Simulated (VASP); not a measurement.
# Rb3ClO (Pm-3m) in VASP: further runs

Runs on Rb3ClO. Level: LDA. Tasks: relaxation of cell and atoms.

Everything below comes from runs of VASP 6.6.1. Logs are shortened: lines on timing, memory, paths and dates and some standing lists are left out, and cuts for length are marked.

## (1) The cell of the first run

The structure is cubic, space group Pm-3m (No. 221). Conventional cell: a = 5.534 Å, b = 5.534 Å, c = 5.534 Å, α = 90.00°, β = 90.00°, γ = 90.00°. Within 3.6 Å of Rb (site symmetry 4/mmm) lie 2 O at 2.77 Å. Within 5.1 Å of Cl (site symmetry m-3m) lie 12 Rb at 3.91 Å and 8 O at 4.79 Å. O (site symmetry m-3m) has 6 Rb at 2.77 Å within 3.6 Å.

## (2) Relaxation of cell and atoms, LDA

The input, INCAR:

```
SYSTEM = Rb3ClO
PREC = Accurate
ENCUT = 600
EDIFF = 1E-7
ISMEAR = 0
SIGMA = 0.01
LREAL = .False.
LASPH = .True.
NELM = 60
ALGO = Normal
ISIF = 3
LWAVE = .False.
LCHARG = .False.
IBRION = 2
NSW = 80
EDIFFG = -0.005
```

The input, KPOINTS:

```
regular mesh
0
Gamma
  4 4 4
  0 0 0
```

The input, POSCAR:

```
Rb3ClO
1.0
    5.5336790000      0.0000000000      0.0000000000
    0.0000000000      5.5336790000      0.0000000000
    0.0000000000      0.0000000000      5.5336790000
Rb Cl O
3 1 1
Direct
    0.0000000000      0.0000000000      0.5000000000
    0.0000000000      0.5000000000      0.0000000000
    0.5000000000      0.0000000000      0.0000000000
    0.5000000000      0.5000000000      0.5000000000
    0.0000000000      0.0000000000      0.0000000000
```

Potentials or basis: VASP PAW LDA potentials, release 64 (Rb_sv, Cl, O).

Run with:

```console
$ cat potpaw_LDA.64/Rb_sv/POTCAR potpaw_LDA.64/Cl/POTCAR potpaw_LDA.64/O/POTCAR > POTCAR
$ mpirun -np 1 vasp_std > vasp.out
```

OUTCAR:

```text
SYSTEM = Rb3ClO
   PREC = Accurate
   ENCUT = 600
   EDIFF = 1E-7
   ISMEAR = 0
   LREAL = .False.
   LASPH = .True.
   NELM = 60
   ISIF = 3
   IBRION = 2
   NSW = 80
   EDIFFG = -0.005

 ion  position               nearest neighbor table
   1  0.000  0.000  0.500-   5 2.77   5 2.77   4 3.91   2 3.91   2 3.91   3 3.91   3 3.91   2 3.91
                             4 3.91   2 3.91   3 3.91   4 3.91   3 3.91   4 3.91
   2  0.000  0.500  0.000-   5 2.77   5 2.77   4 3.91   1 3.91   1 3.91   4 3.91   1 3.91   3 3.91
                             3 3.91   1 3.91   3 3.91   4 3.91   4 3.91   3 3.91
   3  0.500  0.000  0.000-   5 2.77   5 2.77   4 3.91   1 3.91   1 3.91   4 3.91   2 3.91   4 3.91
                             4 3.91   1 3.91   2 3.91   2 3.91   1 3.91   2 3.91
   4  0.500  0.500  0.500-   1 3.91   2 3.91   3 3.91   2 3.91   3 3.91   1 3.91   3 3.91   3 3.91
                             1 3.91   2 3.91   2 3.91   1 3.91
   5  0.000  0.000  0.000-   1 2.77   2 2.77   3 2.77   1 2.77   2 2.77   3 2.77

  LATTYP: Found a simple cubic cell.
 ALAT       =     5.5336790000

  Lattice vectors:

 A1 = (   5.5336790000,   0.0000000000,   0.0000000000)
 A2 = (   0.0000000000,   5.5336790000,   0.0000000000)
 A3 = (   0.0000000000,   0.0000000000,   5.5336790000)

Analysis of symmetry for initial positions (statically):
=====================================================================
 Subroutine PRICEL returns:
 Original cell was already a primitive cell.

 Routine SETGRP: Setting up the symmetry group for a
 simple cubic supercell.

 Subroutine GETGRP returns: Found 48 space group operations
 (whereof 48 operations were pure point group operations)
 out of a pool of 48 trial point group operations.

The static configuration has the point symmetry O_h .

Analysis of symmetry for dynamics (positions and initial velocities):
=====================================================================
 Subroutine PRICEL returns:
 Original cell was already a primitive cell.

 Routine SETGRP: Setting up the symmetry group for a
 simple cubic supercell.

 Subroutine GETGRP returns: Found 48 space group operations
 (whereof 48 operations were pure point group operations)
 out of a pool of 48 trial point group operations.

The dynamic configuration has the point symmetry O_h .

 Subroutine INISYM returns: Found 48 space group operations
 (whereof 48 operations are pure point group operations),
 and found     1 'primitive' translations

----------------------------------------------------------------------------------------

                                     Primitive cell

  volume of cell :     169.4501

  direct lattice vectors                    reciprocal lattice vectors
     5.533679000  0.000000000  0.000000000     0.180711603  0.000000000  0.000000000
     0.000000000  5.533679000  0.000000000     0.000000000  0.180711603  0.000000000
     0.000000000  0.000000000  5.533679000     0.000000000  0.000000000  0.180711603

  length of vectors
     5.533679000  5.533679000  5.533679000     0.180711603  0.180711603  0.180711603

  position of ions in fractional coordinates (direct lattice)
     0.000000000  0.000000000  0.500000000
     0.000000000  0.500000000  0.000000000
     0.500000000  0.000000000  0.000000000
     0.500000000  0.500000000  0.500000000
     0.000000000  0.000000000  0.000000000

  ion indices of the primitive-cell ions
   primitive index   ion index
                 1           1
                 2           2
                 3           3
                 4           4
                 5           5

----------------------------------------------------------------------------------------

 KPOINTS: regular mesh

Automatic generation of k-mesh.
 Grid dimensions read from file:
 generate k-points for:    4    4    4

 Generating k-lattice:

  Cartesian coordinates                     Fractional coordinates (reciprocal lattice)
     0.045177901  0.000000000  0.000000000     0.250000000  0.000000000  0.000000000
     0.000000000  0.045177901  0.000000000     0.000000000  0.250000000  0.000000000
     0.000000000  0.000000000  0.045177901     0.000000000  0.000000000  0.250000000

  Length of vectors
     0.045177901  0.045177901  0.045177901

  Shift w.r.t. Gamma in fractional coordinates (k-lattice)
     0.000000000  0.000000000  0.000000000

 Subroutine IBZKPT returns following result:
 ===========================================

 Found     10 irreducible k-points:

 Following reciprocal coordinates:
            Coordinates               Weight
  0.000000  0.000000  0.000000      1.000000
  0.250000  0.000000  0.000000      6.000000
  0.500000  0.000000  0.000000      3.000000
  0.250000  0.250000  0.000000     12.000000
  0.500000  0.250000  0.000000     12.000000
  0.500000  0.500000  0.000000      3.000000
  0.250000  0.250000  0.250000      8.000000
  0.500000  0.250000  0.250000     12.000000
  0.500000  0.500000  0.250000      6.000000
  0.500000  0.500000  0.500000      1.000000
   k-points           NKPTS =     10   k-points in BZ     NKDIM =     10   number of bands    NBANDS=     24
   number of dos      NEDOS =    301   number of ions     NIONS =      5
   total plane-waves  NPLWV = 110592
   dimension x,y,z NGX =    48 NGY =   48 NGZ =   48
   dimension x,y,z NGXF=    96 NGYF=   96 NGZF=   96
   ions per type =               3   1   1
   NGX,Y,Z   is equivalent  to a cutoff of  14.42, 14.42, 14.42 a.u.
   NGXF,Y,Z  is equivalent  to a cutoff of  28.84, 28.84, 28.84 a.u.
 SYSTEM =  Rb3ClO
   PREC   = accura    normal or accurate (medium, high low for compatibility)
   ISTART =      0    job   : 0-new  1-cont  2-samecut
   ICHARG =      2    charge: 1-file 2-atom 10-const
   ISPIN  =      1    spin polarized calculation?
   LNONCOLLINEAR =      F non collinear calculations
   LSORBIT =      F    spin-orbit coupling
   LASPH  =      T    aspherical Exc in radial PAW
   ENCUT  =  600.0 eV  44.10 Ry    6.64 a.u.  11.05 11.05 11.05*2*pi/ulx,y,z
   NELM   =     60;   NELMIN=  2; NELMDL= -5     # of ELM steps
   EDIFF  = 0.1E-06   stopping-criterion for ELM
   LREAL  =      F    real-space projection
   EDIFFG = -.5E-02   stopping-criterion for IOM
   NSW    =     80    number of steps for IOM
   IBRION =      2    ionic relax: 0-MD 1-quasi-New 2-CG
   NFREE  =      1    steps in history (QN), initial steepest desc. (CG)
   ISIF   =      3    stress and relaxation
   ISYM   =      2    0-nonsym 1-usesym 2-fastsym
   POTIM  = 0.5000    time-step for ionic-motion
   TEBEG  =    0.0;   TEEND  =   0.0 temperature during run
   PSTRESS=    0.0 pullay stress
   NELECT =      40.0000    total number of electrons
   NUPDOWN=      -1.0000    fix difference up-down
   EMIN   =  10.00;   EMAX   =-10.00  energy-range for DOS
   EFERMI =   0.00;   METHOD = LEGACY
   ISMEAR =     0;   SIGMA  =   0.01  broadening in eV -4-tet -1-fermi 0-gaus
   EFERMI_NEDOS =   21; number of points for ismear=-14 and -15
   IALGO  =     38    algorithm
   IMIX   =      4    mixing-type and parameters
     AMIX     =   0.40;   BMIX     =  1.00
     AMIX_MAG =   1.60;   BMIX_MAG =  1.00
  volume/ion in A,a.u.               =      33.89       228.70
  Fermi-wavevector in a.u.,A,eV,Ry     =   1.011768  1.911964 13.927932  1.023674
  Thomas-Fermi vector in A             =   2.144837
   LORBIT       =      0    0 simple, 1 ext, 2 COOP (PROOUT), +10 PAW based schemes
   GGA     = CA    functional components
   LHFCALC =     F    Hartree Fock is set to
   AEXX    =    0.0000 exact exchange contribution
   IVDW    =     0    specifies the selected vdW correction
   LEPSILON=     F    determine dielectric tensor
   LRPA    =     F    only Hartree local field effects (RPA)
 conjugate gradient relaxation of ions
 non-spin polarized calculation
 Gauss-broadening in eV      SIGMA  =   0.01
  energy-cutoff  :      600.00
  volume of cell :      169.45
 maximum number of plane-waves:      5695
 NGX is ok and might be reduce to    48
   NGX = 23   NGY = 23   NGZ = 23

--------------------------------------- Ionic step        1  -------------------------------------------

 number of electron      39.9999995 magnetization

 Free energy of the ion-electron system (eV)
  ---------------------------------------------------
  ext. energy  EPLUGINS =         0.00000000
  ---------------------------------------------------
  free energy    TOTEN  =       -17.76864873 eV

  energy without entropy =      -17.76864873  energy(sigma->0) =      -17.76864873

------------------------ aborting loop because EDIFF is reached ----------------------------------------

  FORCE on cell =-STRESS in cart. coord.  units (eV):
  Direction    XX          YY          ZZ          XY          YZ          ZX
  --------------------------------------------------------------------------------------
  -------------------------------------------------------------------------------------
  Total       -2.4830553     -2.4830553     -2.4830553      0.0000000     -0.0000000      0.0000000
  in kB      -23.4776750    -23.4776750    -23.4776750      0.0000000     -0.0000000      0.0000000
  external PRESSURE =     -23.4776750 kB  Pullay stress =       0.0000000 kB

 VOLUME and BASIS-vectors are now :
 -----------------------------------------------------------------------------
  energy-cutoff  :      600.00
  volume of cell :      169.45
      direct lattice vectors                 reciprocal lattice vectors
     5.533679000  0.000000000  0.000000000     0.180711603  0.000000000  0.000000000
     0.000000000  5.533679000  0.000000000     0.000000000  0.180711603  0.000000000
     0.000000000  0.000000000  5.533679000     0.000000000  0.000000000  0.180711603
[... 79 lines left out ...]
 POSITION                                       TOTAL-FORCE (eV/Angst)
 -----------------------------------------------------------------------------------
      0.00000     -0.00000      2.64649        -0.000000      0.000000      0.000000
      0.00000      2.64649      0.00000         0.000000     -0.000000      0.000000
      2.64649     -0.00000      0.00000         0.000000     -0.000000      0.000000
      2.64649      2.64649      2.64649        -0.000000      0.000000      0.000000
      0.00000      0.00000      0.00000         0.000000     -0.000000      0.000000
 -----------------------------------------------------------------------------------
    total drift:                                0.000000      0.000000      0.000000

  FREE ENERGIE OF THE ION-ELECTRON SYSTEM (eV)
  ---------------------------------------------------
  free  energy   TOTEN  =       -17.9537122455 eV

  energy  without entropy=      -17.9537122455  energy(sigma->0) =      -17.95371225

--------------------------------------- Ionic step        4  -------------------------------------------

 number of electron      40.0000003 magnetization

 Free energy of the ion-electron system (eV)
  ---------------------------------------------------
  ext. energy  EPLUGINS =         0.00000000
  ---------------------------------------------------
  free energy    TOTEN  =       -17.95415397 eV

  energy without entropy =      -17.95415397  energy(sigma->0) =      -17.95415397

 E-fermi :   1.6473     XC(G=0):  -8.4543

 val. band max:        1.5857932596   @ k =   0.0000   0.0000   0.0000
 cond. band min:       1.8500449170   @ k =   0.0000   0.0000   0.0000
 fundamental gap:      0.2642516575
 Fermi energy:         1.6472918062

 k-point     1 :       0.0000    0.0000    0.0000
  band No.  band energies     occupation
      1     -25.5295      2.00000
      2     -25.3298      2.00000
      3     -25.3298      2.00000
      4     -14.1665      2.00000
      5     -13.0899      2.00000
      6     -10.2014      2.00000
[... 16 lines left out ...]
     23       3.4813      0.00000
     24       4.8375      0.00000
[... 263 lines left out ...]
 POSITION                                       TOTAL-FORCE (eV/Angst)
 -----------------------------------------------------------------------------------
      0.00000     -0.00000      2.63998         0.000000     -0.000000      0.000000
      0.00000      2.63998      0.00000        -0.000000      0.000000      0.000000
      2.63998     -0.00000      0.00000         0.000000     -0.000000      0.000000
      2.63998      2.63998      2.63998         0.000000      0.000000      0.000000
      0.00000      0.00000      0.00000         0.000000      0.000000      0.000000
 -----------------------------------------------------------------------------------
    total drift:                                0.000000      0.000000      0.000000

  FREE ENERGIE OF THE ION-ELECTRON SYSTEM (eV)
  ---------------------------------------------------
  free  energy   TOTEN  =       -17.9541539712 eV

  energy  without entropy=      -17.9541539712  energy(sigma->0) =      -17.95415397

 reached required accuracy - stopping structural energy minimisation
```

It took 4.4 min on 1 thread of Intel Xeon 8259CL, shared host; peak memory 0.3 GiB.

Results:

| Item | Value |
| --- | --- |
| Free energy | -17.9542 eV |
| Relaxed volume | 29.44 Å³/atom |
| Relaxed cell | a = 5.280 Å, b = 5.280 Å, c = 5.280 Å, α = 90.00°, β = 90.00°, γ = 90.00° |
| Space group after relaxing (to 0.1 Å) | Pm-3m (No. 221) |
| Energy gained by relaxing | 37.1 meV/atom |
| Ionic steps | 4 |
| Pressure after relaxing | 0.0 GPa |
| Band gap on the k mesh | 0.26 eV |

Step by step:
```
step  energy change (eV)  largest force (eV/Å)  pressure (GPa)  volume (Å³)
   1              0.0000                0.0000           -2.35       169.45
   2             -0.1398                0.0000           -1.34       157.56
   3             -0.1851                0.0000           -0.15       148.29
   4             -0.1855                0.0000            0.02       147.20
```

Final structure:
```
Rb Cl O
1.0
     5.27997    0.00000    0.00000
     0.00000    5.27997    0.00000
     0.00000    0.00000    5.27997
Rb Cl O
3 1 1
Direct
  0.00000 0.00000 0.50000
  0.00000 0.50000 0.00000
  0.50000 0.00000 0.00000
  0.50000 0.50000 0.50000
  0.00000 0.00000 0.00000
```

Caveat: semilocal functionals underestimate gaps, and a narrow one can read as zero.

(Continued in part 2 of 2.)
